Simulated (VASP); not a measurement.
Here is a VASP 6.6.1 calculation.

File INCAR:

```
SYSTEM = ReB3
ALGO = Normal
EDIFF = 1E-6
ENCUT = 520
GGA = PE
ISIF = 2
ISMEAR = 0
LASPH = .True.
LCHARG = .False.
LREAL = .False.
LWAVE = .False.
NBANDS = 26
NELM = 60
PREC = Accurate
SIGMA = 0.1
```

The input KPOINTS:

```
k-points
0
Gamma
  6 6 2
  0 0 0
```

The input POSCAR:

```
ReB3
1.0
    2.9112013441     -0.0741960853     -0.0035503278
    0.0752139919      2.9151469706     -0.0018178313
   -0.0036795471      0.0051536750      7.9728411288
Re B
2 6
Direct
    0.6021295847      0.4999554090      0.2502819167
    0.6015508138      0.4998977755      0.7502910193
    0.1068740956      0.0001126156      0.3870762658
    0.1068683723     -0.0000663001      0.8870225211
    0.1072992718     -0.0000324643      0.1130251083
    0.1078234072      0.0000281961      0.6130735434
    0.1833976605      0.4999809684     -0.0004132174
    0.1840567942      0.5001237999      0.4996428426
```

Potentials or basis: VASP PAW PBE potentials, release 64 (Re, B).

The run is started by

```sh
$ cat potpaw_PBE.64/Re/POTCAR potpaw_PBE.64/B/POTCAR > POTCAR
$ mpirun -np 1 vasp_std > vasp.out
```

Problem. Predict the largest force.

Solution. 0.063 eV/Å.

Problem. Predict the band gap on the k mesh.

Solution. Zero (bands 16 and 17 overlap by 1.92 eV).

Problem. Estimate the pressure.

Solution. 1.1 GPa.

Forces on the atoms (eV/Å):
```
Re   0.006  0.002  0.000
Re   0.020  0.002  0.003
B    0.006 -0.001  0.052
B    0.005  0.003  0.053
B    0.002  0.002 -0.061
B   -0.008  0.003 -0.062
B   -0.014 -0.003  0.014
B   -0.017 -0.006  0.001
```

Caveat: the k points lie up to 0.39 Å⁻¹ apart, too coarse for converged energies and pressures of a metal; spin-orbit coupling is left out, which moves the levels of the heavy elements.
